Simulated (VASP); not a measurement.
# Mo in VASP: notebook

Runs on Mo. Level: PBE. Tasks: single point.

Program: VASP 6.6.1. These are calculated values, not measurements. Logs are shortened: lines on timing, memory, paths and dates and some standing lists are left out, and cuts for length are marked.

## (1) The cell of the first run

The typed cell holds 1 atom: a = 2.724 Å, b = 2.742 Å, c = 2.531 Å, α = 90.03°, β = 90.05°, γ = 120.36°.

## (2) Single point, PBE (the cell strained at random)

INCAR

```
SYSTEM = Mo
ALGO = Fast ; EDIFF = 1E-6
ENCUT = 520 ; GGA = PE
ISIF = 2 ; ISMEAR = 0
LASPH = .True. ; LCHARG = .True.
LELF = .True. ; LREAL = .False.
LVHAR = .True. ; LWAVE = .False.
NBANDS = 13 ; NELM = 100
PREC = Accurate ; SIGMA = 0.1
```

KPOINTS

```
k-points
0
Gamma
  16 16 14
  0 0 0
```

POSCAR

```
Mo
1.0
    2.7238571229     -0.0136775520     -0.0012856899
   -1.3737736689      2.3725673324     -0.0006364267
   -0.0012009349     -0.0013797976      2.5313664159
Mo
1
Direct
    0.0000000000      0.0000000000      0.5000000000
```

Potentials or basis: VASP PAW PBE potentials, release 64 (Mo_sv).

On the command line:

```
> cat potpaw_PBE.64/Mo_sv/POTCAR > POTCAR
> mpirun -np 1 vasp_std > vasp.out
```

OUTCAR:

```text
SYSTEM = Mo
   EDIFF = 1E-6
   ENCUT = 520
   GGA = PE
   ISIF = 2
   ISMEAR = 0
   LASPH = .True.
   LREAL = .False.
   NELM = 100
   PREC = Accurate

 ion  position               nearest neighbor table
   1  0.000  0.000  0.500-

  LATTYP: Found a triclinic cell.
 ALAT       =     4.7007470162
 B/A-ratio  =     0.5794593406
 C/A-ratio  =     0.5385031503
 COS(alpha) =     0.0009436831
 COS(beta)  =     0.0013655061
 COS(gamma) =     0.8641422704

  Lattice vectors:

 A1 = (   4.0739405769,   2.3452122284,  -0.0032078065)
 A2 = (   2.7238571229,  -0.0136775520,  -0.0012856899)
 A3 = (   0.0012009349,   0.0013797976,  -2.5313664159)

Analysis of symmetry for initial positions (statically):
=====================================================================
 Subroutine PRICEL returns:
 Original cell was already a primitive cell.

 Routine SETGRP: Setting up the symmetry group for a
 triclinic supercell.

 Subroutine GETGRP returns: Found  2 space group operations
 (whereof  2 operations were pure point group operations)
 out of a pool of  2 trial point group operations.

The static configuration has the point symmetry S_2 .

Analysis of symmetry for dynamics (positions and initial velocities):
=====================================================================
 Subroutine PRICEL returns:
 Original cell was already a primitive cell.

 Routine SETGRP: Setting up the symmetry group for a
 triclinic supercell.

 Subroutine GETGRP returns: Found  2 space group operations
 (whereof  2 operations were pure point group operations)
 out of a pool of  2 trial point group operations.

The dynamic configuration has the point symmetry S_2 .

 Subroutine INISYM returns: Found  2 space group operations
 (whereof  2 operations are pure point group operations),
 and found     1 'primitive' translations

----------------------------------------------------------------------------------------

                                     Primitive cell

  volume of cell :      16.3115

  direct lattice vectors                    reciprocal lattice vectors
     2.723857123 -0.013677552 -0.001285690     0.368197125  0.213195088  0.000290889
    -1.373773669  2.372567332 -0.000636427     0.002122719  0.422713518  0.000231420
    -0.001200935 -0.001379798  2.531366416     0.000187542  0.000214560  0.395043766

  length of vectors
     2.723891766  2.741592648  2.531367077     0.425466042  0.422718911  0.395043868

  position of ions in fractional coordinates (direct lattice)
     0.000000000  0.000000000  0.500000000

  ion indices of the primitive-cell ions
   primitive index   ion index
                 1           1

----------------------------------------------------------------------------------------

 KPOINTS: k-points

Automatic generation of k-mesh.
 Grid dimensions read from file:
 generate k-points for:   16   16   14

 Generating k-lattice:

  Cartesian coordinates                     Fractional coordinates (reciprocal lattice)
     0.023012320  0.013324693  0.000018181     0.062500000  0.000000000  0.000000000
     0.000132670  0.026419595  0.000014464    -0.000000000  0.062500000  0.000000000
     0.000013396  0.000015326  0.028217412     0.000000000  0.000000000  0.071428571

  Length of vectors
     0.026591628  0.026419932  0.028217419

  Shift w.r.t. Gamma in fractional coordinates (k-lattice)
     0.000000000  0.000000000  0.000000000

 Subroutine IBZKPT returns following result:
 ===========================================

 Found   1796 irreducible k-points:

 Following reciprocal coordinates:
            Coordinates               Weight
  0.000000  0.000000  0.000000      1.000000
  0.062500 -0.000000 -0.000000      2.000000
  0.125000 -0.000000 -0.000000      2.000000
  0.187500 -0.000000  0.000000      2.000000
  0.250000 -0.000000 -0.000000      2.000000
  0.312500 -0.000000 -0.000000      2.000000
[... 16 lines left out ...]
 -0.187500  0.062500  0.000000      2.000000
 -0.125000  0.062500  0.000000      2.000000
 [... further k-points ...]
   k-points           NKPTS =   1796   k-points in BZ     NKDIM =   1796   number of bands    NBANDS=     13
   number of dos      NEDOS =    301   number of ions     NIONS =      1
   total plane-waves  NPLWV =   8000
   dimension x,y,z NGX =    20 NGY =   20 NGZ =   20
   dimension x,y,z NGXF=    40 NGYF=   40 NGZF=   40
   ions per type =               1
   NGX,Y,Z   is equivalent  to a cutoff of  12.21, 12.13, 13.13 a.u.
   NGXF,Y,Z  is equivalent  to a cutoff of  24.41, 24.26, 26.27 a.u.
 SYSTEM =  Mo
   PREC   = accura    normal or accurate (medium, high low for compatibility)
   ISTART =      0    job   : 0-new  1-cont  2-samecut
   ICHARG =      2    charge: 1-file 2-atom 10-const
   ISPIN  =      1    spin polarized calculation?
   LNONCOLLINEAR =      F non collinear calculations
   LSORBIT =      F    spin-orbit coupling
   LASPH  =      T    aspherical Exc in radial PAW
   ENCUT  =  520.0 eV  38.22 Ry    6.18 a.u.   5.06  5.10  4.71*2*pi/ulx,y,z
   NELM   =    100;   NELMIN=  2; NELMDL= -5     # of ELM steps
   EDIFF  = 0.1E-05   stopping-criterion for ELM
   LREAL  =      F    real-space projection
   EDIFFG = 0.1E-04   stopping-criterion for IOM
   NSW    =      0    number of steps for IOM
   IBRION =     -1    ionic relax: 0-MD 1-quasi-New 2-CG
   NFREE  =      0    steps in history (QN), initial steepest desc. (CG)
   ISIF   =      2    stress and relaxation
   ISYM   =      2    0-nonsym 1-usesym 2-fastsym
   POTIM  = 0.5000    time-step for ionic-motion
   TEBEG  =    0.0;   TEEND  =   0.0 temperature during run
   PSTRESS=    0.0 pullay stress
   NELECT =      14.0000    total number of electrons
   NUPDOWN=      -1.0000    fix difference up-down
   EMIN   =  10.00;   EMAX   =-10.00  energy-range for DOS
   EFERMI =   0.00;   METHOD = LEGACY
   ISMEAR =     0;   SIGMA  =   0.10  broadening in eV -4-tet -1-fermi 0-gaus
   EFERMI_NEDOS =   21; number of points for ismear=-14 and -15
   IALGO  =     68    algorithm
   IMIX   =      4    mixing-type and parameters
     AMIX     =   0.40;   BMIX     =  1.00
     AMIX_MAG =   1.60;   BMIX_MAG =  1.00
  volume/ion in A,a.u.               =      16.31       110.08
  Fermi-wavevector in a.u.,A,eV,Ry     =   1.555798  2.940031 32.932993  2.420507
  Thomas-Fermi vector in A             =   2.659687
   LORBIT       =      0    0 simple, 1 ext, 2 COOP (PROOUT), +10 PAW based schemes
   GGA     = PE    functional components
   LHFCALC =     F    Hartree Fock is set to
   AEXX    =    0.0000 exact exchange contribution
   IVDW    =     0    specifies the selected vdW correction
   LEPSILON=     F    determine dielectric tensor
   LRPA    =     F    only Hartree local field effects (RPA)
 non-spin polarized calculation
 RMM-DIIS sequential band-by-band and
 Gauss-broadening in eV      SIGMA  =   0.10
  energy-cutoff  :      520.00
  volume of cell :       16.31
 maximum number of plane-waves:       453
   NGX = 11   NGY = 11   NGZ =  9

 number of electron      14.0000004 magnetization

 Free energy of the ion-electron system (eV)
  ---------------------------------------------------
  ext. energy  EPLUGINS =         0.00000000
  ---------------------------------------------------
  free energy    TOTEN  =       -10.05206088 eV

  energy without entropy =      -10.04773135  energy(sigma->0) =      -10.04989612

 E-fermi :  11.8218     XC(G=0): -13.0573

 val. band max:       11.8202054336   @ k =   0.1875  -0.4375   0.3571
 cond. band min:      11.8218588309   @ k =  -0.2500   0.0625   0.5000
 fundamental gap:      0.0016533974
 Fermi energy:        11.8217690758

 k-point     1 :       0.0000    0.0000    0.0000
  band No.  band energies     occupation
      1     -49.2440      2.00000
      2     -22.5209      2.00000
      3     -22.4974      2.00000
      4     -22.3879      2.00000
      5       4.9723      2.00000
      6       7.3882      2.00000
      7      10.7331      2.00000
      8      10.9650      2.00000
      9      16.0040      0.00000
     10      16.0452      0.00000
     11      24.7576      0.00000
     12      27.8857      0.00000
     13      32.3910      0.00000

 k-point     2 :       0.0625   -0.0000   -0.0000
  band No.  band energies     occupation
      1     -49.2351      2.00000
      2     -22.5567      2.00000
      3     -22.5336      2.00000
      4     -22.3818      2.00000
      5       5.1297      2.00000
      6       7.4553      2.00000
      7      10.7892      2.00000
      8      10.8896      2.00000
      9      15.8744      0.00000
     10      15.9764      0.00000
     11      25.1282      0.00000
     12      28.2009      0.00000
     13      31.7226      0.00000

 k-point     3 :       0.1250   -0.0000   -0.0000
  band No.  band energies     occupation
      1     -49.2096      2.00000
      2     -22.7213      2.00000
      3     -22.5720      2.00000
      4     -22.3643      2.00000
      5       5.5686      2.00000
      6       7.6491      2.00000
      7      10.3928      2.00000
      8      11.3124      2.00000
      9      15.4262      0.00000
     10      15.8957      0.00000
     11      26.1058      0.00000
     12      29.0710      0.00000
     13      30.0980      0.00000
[... 305 lines left out ...]
 k-point    23 :      -0.1875    0.0625    0.0000
  band No.  band energies     occupation
      1     -49.1865      2.00000
      2     -22.8676      2.00000
      3     -22.6073      2.00000
      4     -22.3486      2.00000
      5       5.9623      2.00000
      6       7.8330      2.00000
      7      10.0226      2.00000
      8      11.8108      1.12362
      9      15.0608      0.00000
     10      15.8159      0.00000
     11      26.8101      0.00000
     12      28.9760      0.00000
     13      29.8480      0.00000

 k-point    24 :      -0.1250    0.0625    0.0000
  band No.  band energies     occupation
      1     -49.2184      2.00000
      2     -22.6746      2.00000
      3     -22.5500      2.00000
      4     -22.3703      2.00000
      5       5.4258      2.00000
      6       7.5843      2.00000
      7      10.4252      2.00000
      8      11.2670      2.00000
      9      15.5579      0.00000
     10      15.9366      0.00000
     11      25.7768      0.00000
     12      28.7861      0.00000
     13      30.4759      0.00000

 [... further k-points ...]
[... 5 lines left out ...]
  --------------------------------------------------------------------------------------
  -------------------------------------------------------------------------------------
  Total        0.9849010      1.0049619      0.1809489     -0.0290708     -0.0108801     -0.0094908
  in kB       96.7408852     98.7113453     17.7735222     -2.8554537     -1.0686913     -0.9322239
  external PRESSURE =      71.0752509 kB  Pullay stress =       0.0000000 kB

 VOLUME and BASIS-vectors are now :
 -----------------------------------------------------------------------------
  energy-cutoff  :      520.00
  volume of cell :       16.31
      direct lattice vectors                 reciprocal lattice vectors
     2.723857123 -0.013677552 -0.001285690     0.368197125  0.213195088  0.000290889
    -1.373773669  2.372567332 -0.000636427     0.002122719  0.422713518  0.000231420
    -0.001200935 -0.001379798  2.531366416     0.000187542  0.000214560  0.395043766

 POSITION                                       TOTAL-FORCE (eV/Angst)
 -----------------------------------------------------------------------------------
     -0.00060     -0.00069      1.26568         0.000000     -0.000000     -0.000000
 -----------------------------------------------------------------------------------
    total drift:                               -0.000000      0.000000     -0.000000

  FREE ENERGIE OF THE ION-ELECTRON SYSTEM (eV)
  ---------------------------------------------------
  free  energy   TOTEN  =       -10.0520608789 eV

  energy  without entropy=      -10.0477313520  energy(sigma->0) =      -10.04989612
```

It took 6.5 min on 1 thread of Intel Xeon 8259CL, shared host; peak memory 0.44 GiB.

Results:

```
Free energy            : -10.0521 eV
Pressure               : 7.1 GPa
Band gap on the k mesh : zero (band 7 reaches 12.88 eV, above the bottom of band 8 at 10.89 eV)
```

Stress tensor (GPa, compression positive):
```
 9.67 -0.29 -0.09
-0.29  9.87 -0.11
-0.09 -0.11  1.78
```

Levels at points of the mesh, in eV from the Fermi level:
| k point | band 5 | band 6 | band 7 | band 8 | band 9 | band 10 |
| --- | --- | --- | --- | --- | --- | --- |
| (0.00, 0.00, 0.00) | -6.85 | -4.43 | -1.09 | -0.86 | 4.18 | 4.22 |
| (0.50, 0.00, 0.00) | -5.05 | -3.19 | 1.05 | 1.11 | 3.48 | 4.44 |
| (0.00, 0.50, 0.00) | -5.03 | -3.23 | 1.01 | 1.07 | 3.54 | 4.40 |
| (0.50, 0.50, 0.00) | -5.02 | -3.24 | 0.98 | 1.07 | 3.56 | 4.39 |
| (0.00, 0.00, 0.50) | -3.73 | -0.22 | 0.00 | 0.07 | 0.70 | 0.77 |
| (0.50, 0.00, 0.50) | -5.46 | -3.45 | -0.62 | 4.81 | 6.17 | 6.51 |
| (0.00, 0.50, 0.50) | -5.47 | -3.45 | -0.52 | 4.77 | 6.14 | 6.46 |
| (0.50, 0.50, 0.50) | -5.47 | -3.45 | -0.49 | 4.76 | 6.13 | 6.45 |

Caveat: the cell differs from its parent crystal (the cell strained at random).

## (3) Single point, PBE

This run uses another cell than the first one, of 16.56 Å³/atom, 1.015 times its volume.

INCAR

```
PREC = Accurate ; ENCUT = 500
EDIFF = 1E-6 ; ISMEAR = 0
SIGMA = 0.1 ; LREAL = False
LASPH = True ; NELM = 120
ALGO = Normal ; ISIF = 2
LWAVE = False ; LCHARG = False
GGA = PE ; NBANDS = 13
GGA_COMPAT = False
```

KPOINTS

```
Automatic mesh
0
Gamma
  6 6 8
```

POSCAR

```
Mo
1.0
    2.7355103972      0.0000000000      0.0000000000
   -1.3677551986      2.3690214963      0.0000000000
    0.0000000000      0.0000000000      2.5551807000
Mo
1
Direct
    0.0000000000      0.0000000000      0.5000000000
```

Potentials or basis: VASP PAW PBE potentials, release 64 (Mo_sv).

On the command line:

```
> cat potpaw_PBE.64/Mo_sv/POTCAR > POTCAR
> mpirun -np 1 vasp_std > vasp.out
```

It took 7.2 s on 1 thread of AMD EPYC 7R13 (Zen 3), shared host; peak memory 0.09 GiB.

It converged, with:

```
Free energy            : -10.0355 eV
Pressure               : 4.5 GPa
Band gap on the k mesh : zero (band 7 reaches 12.55 eV, above the bottom of band 8 at 10.66 eV)
```

Stress tensor (GPa, compression positive):
```
5.49 0.00 0.00
0.00 5.49 0.00
0.00 0.00 2.63
```

Levels at points of the mesh, in eV from the Fermi level:
```tsv
k point	band 5	band 6	band 7	band 8	band 9	band 10
(0.00, 0.00, 0.00)	-6.78	-4.34	-0.92	-0.92	4.10	4.10
(0.50, 0.00, 0.00)	-4.93	-3.14	0.97	1.05	3.43	4.39
(0.00, 0.00, 0.50)	-3.72	-0.10	-0.10	0.02	0.80	0.80
(0.50, 0.00, 0.50)	-5.33	-3.41	-0.46	4.73	5.98	6.40
```

Caveat: the k points lie up to 0.44 Å⁻¹ apart.
